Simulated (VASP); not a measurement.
# Tl2H6 in VASP: further runs

The runs below take Tl2H6 through single point, with PBE.

Program: VASP 6.6.1. These are calculated values, not measurements. Logs are shortened: lines on timing, memory, paths and dates and some standing lists are left out, and cuts for length are marked.

**1. The cell of the first run**

The cell holds a molecule in a box, 8 atoms: a = 11.590 Å, b = 12.270 Å, c = 13.180 Å, α = 90.00°, β = 90.00°, γ = 90.00°.

**2. Single point, PBE**

Contents of INCAR:

```
SYSTEM = TlH3
  ALGO = Normal
  EDIFF = 1E-6
  ENCUT = 520
  GGA = PE
  ISIF = 2
  ISMEAR = 0
  LASPH = .True.
  LCHARG = .True.
  LELF = .True.
  LREAL = .False.
  LVHAR = .True.
  LWAVE = .False.
  NBANDS = 26
  NELM = 100
  PREC = Accurate
  SIGMA = 0.01
```

Contents of KPOINTS:

```
k-points
0
Gamma
  1 1 1
  0 0 0
```

Contents of POSCAR:

```
TlH3
1.0
   11.5900000000      0.0000000000      0.0000000000
    0.0000000000     12.2700000000      0.0000000000
    0.0000000000      0.0000000000     13.1800000000
Tl H
2 6
Direct
    0.4998990500      0.5001915200      0.6198308000
    0.4998990500      0.5001915200      0.3800690400
    0.6115314900      0.5001915200      0.4999499200
    0.3882657500      0.5001915200      0.4999499200
    0.4998990500      0.6336348800      0.6584742000
    0.4998990500      0.3667481700      0.6584742000
    0.4998990500      0.6336348800      0.3414264000
    0.4998990500      0.3667481700      0.3414264000
```

Potentials or basis: VASP PAW PBE potentials, release 64 (Tl_d, H).

On the command line:

```
cat potpaw_PBE.64/Tl_d/POTCAR potpaw_PBE.64/H/POTCAR > POTCAR
mpirun -np 1 vasp_gam > vasp.out
```

OUTCAR:

```text
SYSTEM = TlH3
   EDIFF = 1E-6
   ENCUT = 520
   GGA = PE
   ISIF = 2
   ISMEAR = 0
   LASPH = .True.
   LREAL = .False.
   NELM = 100
   PREC = Accurate

 ion  position               nearest neighbor table
   1  0.500  0.500  0.620-   6 1.71   5 1.71   3 2.04   4 2.04   2 3.16
   2  0.500  0.500  0.380-   8 1.71   7 1.71   3 2.04   4 2.04   1 3.16
   3  0.612  0.500  0.500-   2 2.04   1 2.04
   4  0.388  0.500  0.500-   2 2.04   1 2.04
   5  0.500  0.634  0.658-   1 1.71
   6  0.500  0.367  0.658-   1 1.71
   7  0.500  0.634  0.341-   2 1.71
   8  0.500  0.367  0.341-   2 1.71

  LATTYP: Found a simple orthorhombic cell.
 ALAT       =    11.5900000000
 B/A-ratio  =     1.0586712683
 C/A-ratio  =     1.1371872304

  Lattice vectors:

 A1 = (  11.5900000000,   0.0000000000,   0.0000000000)
 A2 = (   0.0000000000,  12.2700000000,   0.0000000000)
 A3 = (   0.0000000000,   0.0000000000,  13.1800000000)

Analysis of symmetry for initial positions (statically):
=====================================================================
 Subroutine PRICEL returns:
 Original cell was already a primitive cell.

 Routine SETGRP: Setting up the symmetry group for a
 simple orthorhombic supercell.

 Subroutine GETGRP returns: Found  8 space group operations
 (whereof  1 operations were pure point group operations)
 out of a pool of  8 trial point group operations.

The static configuration has the point symmetry C_1 .
 The point group associated with its full space group is D_2h.

Analysis of symmetry for dynamics (positions and initial velocities):
=====================================================================
 Subroutine PRICEL returns:
 Original cell was already a primitive cell.

 Routine SETGRP: Setting up the symmetry group for a
 simple orthorhombic supercell.

 Subroutine GETGRP returns: Found  8 space group operations
 (whereof  1 operations were pure point group operations)
 out of a pool of  8 trial point group operations.

The dynamic configuration has the point symmetry C_1 .
 The point group associated with its full space group is D_2h.

 Subroutine INISYM returns: Found  8 space group operations
 (whereof  1 operations are pure point group operations),
 and found     1 'primitive' translations

----------------------------------------------------------------------------------------

                                     Primitive cell

  volume of cell :    1874.3186

  direct lattice vectors                    reciprocal lattice vectors
    11.590000000  0.000000000  0.000000000     0.086281277  0.000000000  0.000000000
     0.000000000 12.270000000  0.000000000     0.000000000  0.081499593  0.000000000
     0.000000000  0.000000000 13.180000000     0.000000000  0.000000000  0.075872534

  length of vectors
    11.590000000 12.270000000 13.180000000     0.086281277  0.081499593  0.075872534

  position of ions in fractional coordinates (direct lattice)
     0.499899050  0.500191520  0.619830800
     0.499899050  0.500191520  0.380069040
     0.611531490  0.500191520  0.499949920
     0.388265750  0.500191520  0.499949920
     0.499899050  0.633634880  0.658474200
     0.499899050  0.366748170  0.658474200
     0.499899050  0.633634880  0.341426400
     0.499899050  0.366748170  0.341426400

  ion indices of the primitive-cell ions
   primitive index   ion index
                 1           1
                 2           2
                 3           3
                 4           4
                 5           5
                 6           6
                 7           7
                 8           8

----------------------------------------------------------------------------------------

 KPOINTS: k-points

Automatic generation of k-mesh.
 Grid dimensions read from file:
 generate k-points for:    1    1    1

 Generating k-lattice:

  Cartesian coordinates                     Fractional coordinates (reciprocal lattice)
     0.086281277  0.000000000  0.000000000     1.000000000  0.000000000  0.000000000
     0.000000000  0.081499593  0.000000000     0.000000000  1.000000000  0.000000000
     0.000000000  0.000000000  0.075872534     0.000000000  0.000000000  1.000000000

  Length of vectors
     0.086281277  0.081499593  0.075872534

  Shift w.r.t. Gamma in fractional coordinates (k-lattice)
     0.000000000  0.000000000  0.000000000

 Subroutine IBZKPT returns following result:
 ===========================================

 Found      1 irreducible k-points:

 Following reciprocal coordinates:
            Coordinates               Weight
  0.000000  0.000000  0.000000      1.000000
   k-points           NKPTS =      1   k-points in BZ     NKDIM =      1   number of bands    NBANDS=     26
   number of dos      NEDOS =    301   number of ions     NIONS =      8
   total plane-waves  NPLWV = 846720
   dimension x,y,z NGX =    90 NGY =   96 NGZ =   98
   dimension x,y,z NGXF=   180 NGYF=  192 NGZF=  196
   ions per type =               2   6
   NGX,Y,Z   is equivalent  to a cutoff of  12.91, 13.01, 12.36 a.u.
   NGXF,Y,Z  is equivalent  to a cutoff of  25.82, 26.01, 24.72 a.u.
 SYSTEM =  TlH3
   PREC   = accura    normal or accurate (medium, high low for compatibility)
   ISTART =      0    job   : 0-new  1-cont  2-samecut
   ICHARG =      2    charge: 1-file 2-atom 10-const
   ISPIN  =      1    spin polarized calculation?
   LNONCOLLINEAR =      F non collinear calculations
   LSORBIT =      F    spin-orbit coupling
   LASPH  =      T    aspherical Exc in radial PAW
   ENCUT  =  520.0 eV  38.22 Ry    6.18 a.u.  21.55 22.81 24.51*2*pi/ulx,y,z
   NELM   =    100;   NELMIN=  2; NELMDL= -5     # of ELM steps
   EDIFF  = 0.1E-05   stopping-criterion for ELM
   LREAL  =      F    real-space projection
   EDIFFG = 0.1E-04   stopping-criterion for IOM
   NSW    =      0    number of steps for IOM
   IBRION =     -1    ionic relax: 0-MD 1-quasi-New 2-CG
   NFREE  =      0    steps in history (QN), initial steepest desc. (CG)
   ISIF   =      2    stress and relaxation
   ISYM   =      2    0-nonsym 1-usesym 2-fastsym
   POTIM  = 0.5000    time-step for ionic-motion
   TEBEG  =    0.0;   TEEND  =   0.0 temperature during run
   PSTRESS=    0.0 pullay stress
   NELECT =      32.0000    total number of electrons
   NUPDOWN=      -1.0000    fix difference up-down
   EMIN   =  10.00;   EMAX   =-10.00  energy-range for DOS
   EFERMI =   0.00;   METHOD = LEGACY
   ISMEAR =     0;   SIGMA  =   0.01  broadening in eV -4-tet -1-fermi 0-gaus
   EFERMI_NEDOS =   21; number of points for ismear=-14 and -15
   IALGO  =     38    algorithm
   IMIX   =      4    mixing-type and parameters
     AMIX     =   0.40;   BMIX     =  1.00
     AMIX_MAG =   1.60;   BMIX_MAG =  1.00
  volume/ion in A,a.u.               =     234.29      1581.07
  Fermi-wavevector in a.u.,A,eV,Ry     =   0.421545  0.796604  2.417755  0.177700
  Thomas-Fermi vector in A             =   1.384445
   LORBIT       =      0    0 simple, 1 ext, 2 COOP (PROOUT), +10 PAW based schemes
   GGA     = PE    functional components
   LHFCALC =     F    Hartree Fock is set to
   AEXX    =    0.0000 exact exchange contribution
   IVDW    =     0    specifies the selected vdW correction
   LEPSILON=     F    determine dielectric tensor
   LRPA    =     F    only Hartree local field effects (RPA)
 non-spin polarized calculation
 Gauss-broadening in eV      SIGMA  =   0.01
  energy-cutoff  :      520.00
  volume of cell :     1874.32
 maximum number of plane-waves:     25266
 NGX is ok and might be reduce to    90
   NGX = 43   NGY = 45   NGZ = 49

 number of electron      31.9999997 magnetization

 Free energy of the ion-electron system (eV)
  ---------------------------------------------------
  ext. energy  EPLUGINS =         0.00000000
  ---------------------------------------------------
  free energy    TOTEN  =       -20.52427837 eV

  energy without entropy =      -20.52427837  energy(sigma->0) =      -20.52427837

 E-fermi :  -6.2326     XC(G=0):  -1.0040

 val. band max:       -6.3107024136   @ k =   0.0000   0.0000   0.0000
 cond. band min:      -1.5669095880   @ k =   0.0000   0.0000   0.0000
 fundamental gap:      4.7437928256
 Fermi energy:        -6.2326084745

 k-point     1 :       0.0000    0.0000    0.0000
  band No.  band energies     occupation
      1     -16.1513      2.00000
      2     -16.0315      2.00000
      3     -15.7503      2.00000
      4     -15.6819      2.00000
      5     -15.6605      2.00000
      6     -15.5124      2.00000
      7     -15.4537      2.00000
      8     -15.4270      2.00000
      9     -15.3519      2.00000
     10     -15.2365      2.00000
     11     -12.2954      2.00000
     12     -10.3740      2.00000
     13      -7.4374      2.00000
     14      -7.0839      2.00000
     15      -6.4216      2.00000
     16      -6.3107      2.00000
     17      -1.5669      0.00000
     18      -1.4869      0.00000
     19      -0.7781      0.00000
     20      -0.2713      0.00000
     21       0.3199      0.00000
     22       0.3204      0.00000
     23       0.6416      0.00000
     24       0.8534      0.00000
     25       0.8788      0.00000
     26       1.0115      0.00000

------------------------ aborting loop because EDIFF is reached ----------------------------------------

  FORCE on cell =-STRESS in cart. coord.  units (eV):
  Direction    XX          YY          ZZ          XY          YZ          ZX
  --------------------------------------------------------------------------------------
  -------------------------------------------------------------------------------------
  Total       -0.2497854     -0.3965623     -0.7602042      0.0000000      0.0000000      0.0000000
  in kB       -0.2135179     -0.3389835     -0.6498265      0.0000000      0.0000000      0.0000000
  external PRESSURE =      -0.4007760 kB  Pullay stress =       0.0000000 kB

 VOLUME and BASIS-vectors are now :
 -----------------------------------------------------------------------------
  energy-cutoff  :      520.00
  volume of cell :     1874.32
      direct lattice vectors                 reciprocal lattice vectors
    11.590000000  0.000000000  0.000000000     0.086281277  0.000000000  0.000000000
     0.000000000 12.270000000  0.000000000     0.000000000  0.081499593  0.000000000
     0.000000000  0.000000000 13.180000000     0.000000000  0.000000000  0.075872534

 POSITION                                       TOTAL-FORCE (eV/Angst)
 -----------------------------------------------------------------------------------
      5.79383      6.13735      8.16937        -0.000000      0.000000     -0.056128
      5.79383      6.13735      5.00931        -0.000000      0.000000      0.056128
      7.08765      6.13735      6.58934        -0.059855      0.000000      0.000000
      4.50000      6.13735      6.58934         0.059855      0.000000      0.000000
      5.79383      7.77470      8.67869        -0.000000     -0.046437     -0.057634
      5.79383      4.50000      8.67869        -0.000000      0.046437     -0.057634
      5.79383      7.77470      4.50000        -0.000000     -0.046437      0.057634
      5.79383      4.50000      4.50000        -0.000000      0.046437      0.057634
 -----------------------------------------------------------------------------------
    total drift:                                0.000432      0.000017     -0.001414

  FREE ENERGIE OF THE ION-ELECTRON SYSTEM (eV)
  ---------------------------------------------------
  free  energy   TOTEN  =       -20.5242783712 eV

  energy  without entropy=      -20.5242783712  energy(sigma->0) =      -20.52427837
```

It took 3.6 min on 1 thread of Intel Xeon Platinum 8259CL at 2.50GHz (Skylake/Cascade Lake), shared host; peak memory 1.2 GiB.

Results:

```
Free energy                     : -20.5243 eV
Largest force                   : 0.074 eV/Å
Gap between the frontier levels : 4.74 eV
```

Forces in eV/Å, atoms in the order of the input:
```
Tl   0.000  0.000 -0.056
Tl   0.000  0.000  0.056
H   -0.060  0.000  0.000
H    0.060  0.000  0.000
H    0.000 -0.046 -0.058
H    0.000  0.046 -0.058
H    0.000 -0.046  0.058
H    0.000  0.046  0.058
```

Caveat: spin-orbit coupling is left out, which moves the levels of the heavy elements.

**3. Single point, PBE, non-collinear spin, zero start, spin-orbit coupling**

Contents of INCAR:

```
SYSTEM = TlH3
ALGO = Normal ; EDIFF = 1E-6
ENCUT = 520 ; GGA = PE
GGA_COMPAT = .FALSE. ; ISIF = 2
ISMEAR = 0 ; LASPH = .TRUE.
LCHARG = .FALSE. ; LORBIT = 11
LORBMOM = .TRUE. ; LREAL = .FALSE.
LSORBIT = .TRUE. ; LWAVE = .FALSE.
MAGMOM = 0 0 0 0 0 0 0 0 0 0 0 0 0 0 0 0 0 0 0 0 0 0 0 0 ; NBANDS = 50
NELM = 150 ; PREC = Accurate
SIGMA = 0.01
```

Contents of KPOINTS:

```
k-points
0
G
  1 1 1
  0 0 0
```

POSCAR is that of step 2.

Potentials or basis: VASP PAW PBE potentials, release 64 (Tl_d, H).

On the command line:

```
cat potpaw_PBE.64/Tl_d/POTCAR potpaw_PBE.64/H/POTCAR > POTCAR
mpirun -np 1 vasp_ncl > vasp.out
```

Wall time 24 min (1 thread of Intel Xeon Platinum 8259CL at 2.50GHz (Skylake/Cascade Lake), shared host); peak memory 4.3 GiB.

The run converged. Its results:

```yaml
Free_energy: -21.1876 eV
Largest_force: 0.151 eV/Å
Net_moment: 0.00 μB per cell
Valence_electrons_inside_the_program's_atomic_spheres: Tl 11.38; H 0.50, 0.51 (each value once)
```

Forces on the atoms (eV/Å):
```
Tl   0.000  0.000 -0.063
Tl   0.000  0.000  0.063
H   -0.096  0.000  0.000
H    0.096  0.000  0.000
H    0.000 -0.128 -0.080
H    0.000  0.128 -0.080
H    0.000 -0.128  0.080
H    0.000  0.128  0.080
```

Moments on the atoms (μB; x, y, z):
```
Tl  0.00 0.00 0.00
Tl  0.00 0.00 0.00
H   0.00 0.00 0.00
H   0.00 0.00 0.00
H   0.00 0.00 0.00
H   0.00 0.00 0.00
H   0.00 0.00 0.00
H   0.00 0.00 0.00
```
